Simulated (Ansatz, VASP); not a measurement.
**One calculation of Sr2GePd2, two programs**

Contents of INCAR:

```
ALGO     = Fast           # electronic algorithm
EDIFF    = 1E-7           # SCF threshold, eV
ENCUT    = 520            # plane-wave cutoff, eV
GGA      = PE             # functional
ISIF     = 2              # what is computed and relaxed
ISMEAR   = 0              # smearing method
LASPH    = True           # aspherical terms in the spheres
LCHARG   = False          # write CHGCAR
LREAL    = False          # projectors in reciprocal space
LWAVE    = False          # write WAVECAR
NBANDS   = 35             # bands
NELM     = 60             # most SCF steps
PREC     = Accurate       # precision mode
SIGMA    = 0.1            # smearing width, eV
```

KPOINTS

```
k-points
0
Gamma
  6 6 6
```

POSCAR

```
Sr2GePd2
1.0
   -2.1828742721      2.1828742721      5.7273433873
    2.1828742721     -2.1828742721      5.7273433873
    2.1828742721      2.1828742721     -5.7273433873
Sr Ge Pd
2 1 2
Direct
    0.2500000000      0.7500000000      0.5000000000
    0.7500000000      0.2500000000      0.5000000000
    0.0000000000      0.0000000000      0.0000000000
    0.6260000000      0.6260000000      0.0000000000
    0.3740000000      0.3740000000      0.0000000000
```

Input for Ansatz:

```yaml
crystal:
  lattice:
    - [-2.1828742721, 2.1828742721, 5.7273433873]
    - [2.1828742721, -2.1828742721, 5.7273433873]
    - [2.1828742721, 2.1828742721, -5.7273433873]
  atoms:
    - { symbol: Sr, position: [0.25, 0.75, 0.5] }
    - { symbol: Sr, position: [0.75, 0.25, 0.5] }
    - { symbol: Ge, position: [0.0, 0.0, 0.0] }
    - { symbol: Pd, position: [0.626, 0.626, 0.0] }
    - { symbol: Pd, position: [0.374, 0.374, 0.0] }
basis:
  ecutwfc: 420
kpoints:
  mp_grid: { grid: [6, 6, 6] }
hamiltonian:
  xc: pbe
scf:
  occupations: { method: gaussian, width: 0.1 }
  lower_state_search: "off"
output:
  forces: true
  stress: true
  eigenvalues: true
```

Alike in both runs: task single point; functional PBE; k mesh 6 × 6 × 6; occupations gaussian, width 0.1 eV; no spin polarisation.

|  | VASP | Ansatz |
| --- | --- | --- |
| version | VASP 6.6.1 | Ansatz 0.2.0 |
| potentials or method | VASP PAW PBE potentials, release 64 (Sr_sv, Ge_d, Pd), cutoff 520 eV | scalar-relativistic, plane waves, PAW |
| valence electrons in the cell | 54 | 70 |

VASP gave:

```
gap on the k mesh at the Fermi level (eV)                     : none
pressure (GPa)                                                : 19.0
traceless stress, the component that is largest in VASP (GPa) : -11.30
rms of the force components (eV/Å)                            : 1.561
```

Q: Estimate Ansatz's values.

A: gap on the k mesh at the Fermi level (eV): none; pressure (GPa): 18.0; traceless stress, the component that is largest in VASP (GPa): -11.17; rms of the force components (eV/Å): 1.489.

Atom by atom the forces differ by 0.072 eV/Å (rms over components). A gap of «none» marks a metal or a gap that the smearing closes. VASP's potentials hold 54 valence electrons a cell and Ansatz's 70, so a difference there can come from the potentials and not from the codes.
